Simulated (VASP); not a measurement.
# Hf (Fm-3m) in VASP: notebook

Hf is run at these levels: PBE; tasks: single point.

Program: VASP 6.6.1. These are calculated values, not measurements. Logs are shortened: lines on timing, memory, paths and dates and some standing lists are left out, and cuts for length are marked.

### 1 The cell of the first run

The structure is cubic, space group Fm-3m (No. 225). The conventional cell has a = 4.603 Å, b = 4.603 Å, c = 4.603 Å, α = 90.00°, β = 90.00°, γ = 90.00°. Hf (site symmetry m-3m) has 12 Hf at 3.25 Å within 4.3 Å.

### 2 Single point, PBE (volume scaled by 1.08)

File INCAR:

```
SYSTEM = Hf
ALGO = Normal ; EDIFF = 1E-6
ENCUT = 520 ; GGA = PE
ISIF = 2 ; ISMEAR = -1
LASPH = .TRUE. ; LCHARG = .TRUE.
LELF = .TRUE. ; LREAL = .FALSE.
LVHAR = .TRUE. ; LWAVE = .FALSE.
NBANDS = 11 ; NELM = 60
PREC = Accurate ; SIGMA = 0.1
```

File KPOINTS:

```
k-points
0
G
  14 14 14
  0 0 0
```

File POSCAR:

```
Hf
1.0
    0.0000000000      2.3016204564      2.3016204564
    2.3016204564      0.0000000000      2.3016204564
    2.3016204564      2.3016204564      0.0000000000
Hf
1
Direct
    0.0000000000      0.0000000000      0.0000000000
```

Potentials or basis: VASP PAW PBE potentials, release 64 (Hf_pv).

On the command line:

```console
> cat potpaw_PBE.64/Hf_pv/POTCAR > POTCAR
> mpirun -np 1 vasp_std > vasp.out
```

OUTCAR:

```text
SYSTEM = Hf
   EDIFF = 1E-6
   ENCUT = 520
   GGA = PE
   ISIF = 2
   ISMEAR = -1
   LASPH = .TRUE.
   LREAL = .FALSE.
   NELM = 60
   PREC = Accurate

 ion  position               nearest neighbor table
   1  0.000  0.000  0.000-

  LATTYP: Found a face centered cubic cell.
 ALAT       =     4.6032409128

  Lattice vectors:

 A1 = (   0.0000000000,   2.3016204564,   2.3016204564)
 A2 = (   2.3016204564,   0.0000000000,   2.3016204564)
 A3 = (   2.3016204564,   2.3016204564,   0.0000000000)

Analysis of symmetry for initial positions (statically):
=====================================================================
 Subroutine PRICEL returns:
 Original cell was already a primitive cell.

 Routine SETGRP: Setting up the symmetry group for a
 face centered cubic supercell.

 Subroutine GETGRP returns: Found 48 space group operations
 (whereof 48 operations were pure point group operations)
 out of a pool of 48 trial point group operations.

The static configuration has the point symmetry O_h .

Analysis of symmetry for dynamics (positions and initial velocities):
=====================================================================
 Subroutine PRICEL returns:
 Original cell was already a primitive cell.

 Routine SETGRP: Setting up the symmetry group for a
 face centered cubic supercell.

 Subroutine GETGRP returns: Found 48 space group operations
 (whereof 48 operations were pure point group operations)
 out of a pool of 48 trial point group operations.

The dynamic configuration has the point symmetry O_h .

 Subroutine INISYM returns: Found 48 space group operations
 (whereof 48 operations are pure point group operations),
 and found     1 'primitive' translations

----------------------------------------------------------------------------------------

                                     Primitive cell

  volume of cell :      24.3855

  direct lattice vectors                    reciprocal lattice vectors
     0.000000000  2.301620456  2.301620456    -0.217238250  0.217238250  0.217238250
     2.301620456  0.000000000  2.301620456     0.217238250 -0.217238250  0.217238250
     2.301620456  2.301620456  0.000000000     0.217238250  0.217238250 -0.217238250

  length of vectors
     3.254982865  3.254982865  3.254982865     0.376267686  0.376267686  0.376267686

  position of ions in fractional coordinates (direct lattice)
     0.000000000  0.000000000  0.000000000

  ion indices of the primitive-cell ions
   primitive index   ion index
                 1           1

----------------------------------------------------------------------------------------

 KPOINTS: k-points

Automatic generation of k-mesh.
 Grid dimensions read from file:
 generate k-points for:   14   14   14

 Generating k-lattice:

  Cartesian coordinates                     Fractional coordinates (reciprocal lattice)
    -0.015517018  0.015517018  0.015517018     0.071428571  0.000000000  0.000000000
     0.015517018 -0.015517018  0.015517018     0.000000000  0.071428571  0.000000000
     0.015517018  0.015517018 -0.015517018     0.000000000  0.000000000  0.071428571

  Length of vectors
     0.026876263  0.026876263  0.026876263

  Shift w.r.t. Gamma in fractional coordinates (k-lattice)
     0.000000000  0.000000000  0.000000000

 Subroutine IBZKPT returns following result:
 ===========================================

 Found    104 irreducible k-points:

 Following reciprocal coordinates:
            Coordinates               Weight
  0.000000  0.000000  0.000000      1.000000
  0.071429  0.000000  0.000000      8.000000
  0.142857  0.000000  0.000000      8.000000
  0.214286  0.000000  0.000000      8.000000
  0.285714  0.000000  0.000000      8.000000
  0.357143  0.000000  0.000000      8.000000
[... 16 lines left out ...]
  0.214286  0.142857  0.000000     24.000000
  0.285714  0.142857  0.000000     24.000000
 [... further k-points ...]
   k-points           NKPTS =    104   k-points in BZ     NKDIM =    104   number of bands    NBANDS=     11
   number of dos      NEDOS =    301   number of ions     NIONS =      1
   total plane-waves  NPLWV =  13824
   dimension x,y,z NGX =    24 NGY =   24 NGZ =   24
   dimension x,y,z NGXF=    48 NGYF=   48 NGZF=   48
   ions per type =               1
   NGX,Y,Z   is equivalent  to a cutoff of  12.26, 12.26, 12.26 a.u.
   NGXF,Y,Z  is equivalent  to a cutoff of  24.52, 24.52, 24.52 a.u.
 SYSTEM =  Hf
   PREC   = accura    normal or accurate (medium, high low for compatibility)
   ISTART =      0    job   : 0-new  1-cont  2-samecut
   ICHARG =      2    charge: 1-file 2-atom 10-const
   ISPIN  =      1    spin polarized calculation?
   LNONCOLLINEAR =      F non collinear calculations
   LSORBIT =      F    spin-orbit coupling
   LASPH  =      T    aspherical Exc in radial PAW
   ENCUT  =  520.0 eV  38.22 Ry    6.18 a.u.   6.05  6.05  6.05*2*pi/ulx,y,z
   NELM   =     60;   NELMIN=  2; NELMDL= -5     # of ELM steps
   EDIFF  = 0.1E-05   stopping-criterion for ELM
   LREAL  =      F    real-space projection
   EDIFFG = 0.1E-04   stopping-criterion for IOM
   NSW    =      0    number of steps for IOM
   IBRION =     -1    ionic relax: 0-MD 1-quasi-New 2-CG
   NFREE  =      0    steps in history (QN), initial steepest desc. (CG)
   ISIF   =      2    stress and relaxation
   ISYM   =      2    0-nonsym 1-usesym 2-fastsym
   POTIM  = 0.5000    time-step for ionic-motion
   TEBEG  =    0.0;   TEEND  =   0.0 temperature during run
   PSTRESS=    0.0 pullay stress
   NELECT =      10.0000    total number of electrons
   NUPDOWN=      -1.0000    fix difference up-down
   EMIN   =  10.00;   EMAX   =-10.00  energy-range for DOS
   EFERMI =   0.00;   METHOD = LEGACY
   ISMEAR =    -1;   SIGMA  =   0.10  broadening in eV -4-tet -1-fermi 0-gaus
   EFERMI_NEDOS =   21; number of points for ismear=-14 and -15
   IALGO  =     38    algorithm
   IMIX   =      4    mixing-type and parameters
     AMIX     =   0.40;   BMIX     =  1.00
     AMIX_MAG =   1.60;   BMIX_MAG =  1.00
  volume/ion in A,a.u.               =      24.39       164.56
  Fermi-wavevector in a.u.,A,eV,Ry     =   1.216273  2.298423 20.127376  1.479320
  Thomas-Fermi vector in A             =   2.351633
   LORBIT       =      0    0 simple, 1 ext, 2 COOP (PROOUT), +10 PAW based schemes
   GGA     = PE    functional components
   LHFCALC =     F    Hartree Fock is set to
   AEXX    =    0.0000 exact exchange contribution
   IVDW    =     0    specifies the selected vdW correction
   LEPSILON=     F    determine dielectric tensor
   LRPA    =     F    only Hartree local field effects (RPA)
 non-spin polarized calculation
  energy-cutoff  :      520.00
  volume of cell :       24.39
 maximum number of plane-waves:       670
   NGX = 13   NGY = 13   NGZ = 13

 number of electron      10.0000002 magnetization

 Free energy of the ion-electron system (eV)
  ---------------------------------------------------
  ext. energy  EPLUGINS =         0.00000000
  ---------------------------------------------------
  free energy    TOTEN  =        -9.83262175 eV

  energy without entropy =       -9.77958771  energy(sigma->0) =       -9.80610473

 E-fermi :   4.1637     XC(G=0): -10.9009

 val. band max:        4.1573512109   @ k =  -0.2143   0.2857   0.0714
 cond. band min:       4.1694423551   @ k =   0.2857   0.0714   0.0000
 fundamental gap:      0.0120911442
 Fermi energy:         4.1637123478

 k-point     1 :       0.0000    0.0000    0.0000
  band No.  band energies     occupation
      1     -26.1721      2.00000
      2     -26.1721      2.00000
      3     -26.1721      2.00000
      4      -2.7498      2.00000
      5       5.5161      0.00000
      6       5.5161      0.00000
      7       5.5161      0.00000
      8       8.0090      0.00000
      9       8.0090      0.00000
     10      15.1901      0.00000
     11      16.9175      0.00000

 k-point     2 :       0.0714    0.0000    0.0000
  band No.  band energies     occupation
      1     -26.2034      2.00000
      2     -26.1762      2.00000
      3     -26.1762      2.00000
      4      -2.5884      2.00000
      5       5.3532      0.00001
      6       5.5930      0.00000
      7       5.5930      0.00000
      8       7.9295      0.00000
      9       7.9295      0.00000
     10      15.5472      0.00000
     11      16.9167      0.00000

 k-point     3 :       0.1429    0.0000    0.0000
  band No.  band energies     occupation
      1     -26.2902      2.00000
      2     -26.1876      2.00000
      3     -26.1876      2.00000
      4      -2.1238      2.00000
      5       4.9550      0.00073
      6       5.7702      0.00000
      7       5.7702      0.00000
      8       7.7876      0.00000
      9       7.7876      0.00000
     10      16.3175      0.00000
     11      16.9079      0.00000

 k-point     4 :       0.2143    0.0000    0.0000
  band No.  band energies     occupation
      1     -26.4133      2.00000
      2     -26.2041      2.00000
      3     -26.2041      2.00000
      4      -1.4184      2.00000
      5       4.5070      0.06255
      6       5.8722      0.00000
      7       5.8722      0.00000
      8       7.8435      0.00000
      9       7.8435      0.00000
     10      15.5753      0.00000
     11      16.9186      0.00000
[... 239 lines left out ...]
 k-point    22 :       0.1429    0.1429    0.0000
  band No.  band energies     occupation
      1     -26.2869      2.00000
      2     -26.2138      2.00000
      3     -26.2138      2.00000
      4      -1.9143      2.00000
      5       4.6651      0.01320
      6       6.0104      0.00000
      7       6.0104      0.00000
      8       6.9278      0.00000
      9       8.3100      0.00000
     10      16.9146      0.00000
     11      16.9646      0.00000

 k-point    23 :       0.2143    0.1429    0.0000
  band No.  band energies     occupation
      1     -26.3669      2.00000
      2     -26.2344      2.00000
      3     -26.2296      2.00000
      4      -1.3851      2.00000
      5       4.2944      0.42592
      6       6.0410      0.00000
      7       6.2471      0.00000
      8       6.7623      0.00000
      9       8.4662      0.00000
     10      16.9072      0.00000
     11      17.3329      0.00000

 k-point    24 :       0.2857    0.1429    0.0000
  band No.  band energies     occupation
      1     -26.4762      2.00000
      2     -26.2549      2.00000
      3     -26.2487      2.00000
      4      -0.6498      2.00000
      5       3.9577      1.77387
      6       5.5757      0.00000
      7       6.3365      0.00000
      8       7.3261      0.00000
      9       8.7901      0.00000
     10      16.1654      0.00000
     11      16.9251      0.00000

 [... further k-points ...]
[... 5 lines left out ...]
  --------------------------------------------------------------------------------------
  -------------------------------------------------------------------------------------
  Total       -1.1020350     -1.1020350     -1.1020350      0.0000000      0.0000000      0.0000000
  in kB      -72.4060476    -72.4060476    -72.4060476      0.0000000      0.0000000      0.0000000
  external PRESSURE =     -72.4060476 kB  Pullay stress =       0.0000000 kB

 VOLUME and BASIS-vectors are now :
 -----------------------------------------------------------------------------
  energy-cutoff  :      520.00
  volume of cell :       24.39
      direct lattice vectors                 reciprocal lattice vectors
     0.000000000  2.301620456  2.301620456    -0.217238250  0.217238250  0.217238250
     2.301620456  0.000000000  2.301620456     0.217238250 -0.217238250  0.217238250
     2.301620456  2.301620456  0.000000000     0.217238250  0.217238250 -0.217238250

 POSITION                                       TOTAL-FORCE (eV/Angst)
 -----------------------------------------------------------------------------------
      0.00000      0.00000      0.00000         0.000000     -0.000000      0.000000
 -----------------------------------------------------------------------------------
    total drift:                               -0.000000      0.000000      0.000000

  FREE ENERGIE OF THE ION-ELECTRON SYSTEM (eV)
  ---------------------------------------------------
  free  energy   TOTEN  =        -9.8326217469 eV

  energy  without entropy=       -9.7795877124  energy(sigma->0) =       -9.80610473
```

Wall time 52 s (1 thread of AMD EPYC 7R13, shared host); peak memory 0.13 GiB.

Results:

```
Free energy            : -9.8326 eV
Pressure               : -7.2 GPa
Band gap on the k mesh : zero (band 5 reaches 5.52 eV, above the bottom of band 6 at 3.63 eV)
```

Levels at points of the mesh, in eV from the Fermi level:
```
           k point  band 3  band 4  band 5  band 6  band 7  band 8
(0.00, 0.00, 0.00)  -30.34   -6.91    1.35    1.35    1.35    3.85
(0.50, 0.00, 0.00)  -30.42   -3.40    0.33    1.17    1.17    5.72
(0.50, 0.50, 0.00)  -30.55   -2.91   -1.84    2.11    5.73    6.26
```

Caveat: the cell differs from its parent crystal (volume scaled by 1.08); spin-orbit coupling is left out, which moves the levels of the heavy elements.

### 3 Single point, PBE (volume scaled by 1.12)

File INCAR:

```
  ALGO = Normal
  EDIFF = 1E-7
  ENCUT = 520
  GGA = PE
  ISIF = 2
  ISMEAR = -1
  LASPH = True
  LCHARG = False
  LREAL = False
  LWAVE = False
  NBANDS = 11
  NELM = 100
  PREC = Accurate
  SIGMA = 0.1
```

File KPOINTS:

```
k-points
0
Gamma
  14 14 14
```

File POSCAR:

```
Hf
1.0
    0.0000000000      2.3296917651      2.3296917651
    2.3296917651      0.0000000000      2.3296917651
    2.3296917651      2.3296917651      0.0000000000
Hf
1
Direct
    0.0000000000      0.0000000000      0.0000000000
```

Potentials or basis: VASP PAW PBE potentials, release 64 (Hf_pv).

On the command line:

```console
> cat potpaw_PBE.64/Hf_pv/POTCAR > POTCAR
> mpirun -np 1 vasp_std > vasp.out
```

Wall time 69 s (1 thread of AMD EPYC 7R13, shared host); peak memory 0.14 GiB.

Results (log left out):

| Property | Result |
| --- | --- |
| Free energy | -9.7842 eV |
| Pressure | -9.9 GPa |
| Band gap on the k mesh | zero (band 5 reaches 5.26 eV, above the bottom of band 6 at 3.44 eV) |

Levels at points of the mesh, in eV from the Fermi level:
```
           k point  band 2  band 3  band 4  band 5  band 6  band 7  band 8  band 9
(0.00, 0.00, 0.00)  -30.47  -30.47   -6.79    1.32    1.32    1.32    3.70    3.70
(0.50, 0.00, 0.00)  -30.55  -30.55   -3.31    0.25    1.15    1.15    5.48    5.48
(0.50, 0.50, 0.00)  -30.67  -30.67   -2.79   -1.73    1.95    5.48    5.99    5.99
```

Caveat: the cell differs from its parent crystal (volume scaled by 1.12); spin-orbit coupling is left out, which moves the levels of the heavy elements.

### 4 Single point, PBE

This run uses another cell than the first one, of 22.58 Å³/atom, 0.926 times its volume.

File INCAR:

```
PREC = Accurate ; ENCUT = 520
EDIFF = 1E-6 ; ISMEAR = -1
SIGMA = 0.1 ; LREAL = F
LASPH = T ; NELM = 100
ALGO = Normal ; ISIF = 2
LWAVE = F ; LCHARG = F
GGA = PE ; NBANDS = 11
```

File KPOINTS:

```
Automatic mesh
0
Gamma
  20 20 20
```

File POSCAR:

```
Hf
1.0
    0.0000000000      2.2433263470      2.2433263470
    2.2433263470      0.0000000000      2.2433263470
    2.2433263470      2.2433263470      0.0000000000
Hf
1
Direct
    0.0000000000      0.0000000000      0.0000000000
```

On the command line:

```console
> cat potpaw_PBE.64/Hf_pv/POTCAR > POTCAR
> mpirun -np 1 vasp_std > vasp.out
```

Wall time 98 s (1 thread of AMD EPYC 7R13, shared host); peak memory 0.16 GiB.

The run converged. Its results:

| Item | Value |
| --- | --- |
| Free energy | -9.8776 eV |
| Pressure | -0.4 GPa |
| Band gap on the k mesh | zero (band 5 reaches 6.08 eV, above the bottom of band 6 at 4.20 eV) |

Levels at points of the mesh, in eV from the Fermi level:
| k point | band 1 | band 2 | band 3 | band 4 | band 5 | band 6 | band 7 | band 8 | band 9 | band 10 |
| --- | --- | --- | --- | --- | --- | --- | --- | --- | --- | --- |
| (0.00, 0.00, 0.00) | -30.05 | -30.05 | -30.05 | -7.18 | 1.40 | 1.40 | 1.40 | 4.15 | 4.15 | 11.28 |
| (0.50, 0.00, 0.00) | -30.84 | -30.15 | -30.15 | -3.61 | 0.55 | 1.18 | 1.18 | 6.24 | 6.24 | 9.26 |
| (0.50, 0.50, 0.00) | -30.79 | -30.33 | -30.33 | -3.22 | -2.10 | 2.47 | 6.25 | 6.85 | 6.85 | 9.82 |

Caveat: spin-orbit coupling is left out, which moves the levels of the heavy elements.

### 5 Overview

```tsv
cell	k mesh	gap on the mesh (eV)	pressure (GPa)
a = 3.255 Å, angles 60.0°, 1 atom	14 × 14 × 14	none	-7.2
a = 3.295 Å, angles 60.0°, 1 atom	14 × 14 × 14	none	-9.9
a = 3.173 Å, angles 60.0°, 1 atom	20 × 20 × 20	none	-0.4
```

Alike in all rows: task single point; level PBE; potentials or basis VASP PAW PBE potentials, release 64 (Hf_pv); no spin polarisation; cutoff (eV) 520; smearing fermi-dirac 0.1 eV.

Caveats: spin-orbit coupling is left out, which moves the levels of the heavy elements.

Absolute energies hang on the potentials; compare differences alone.
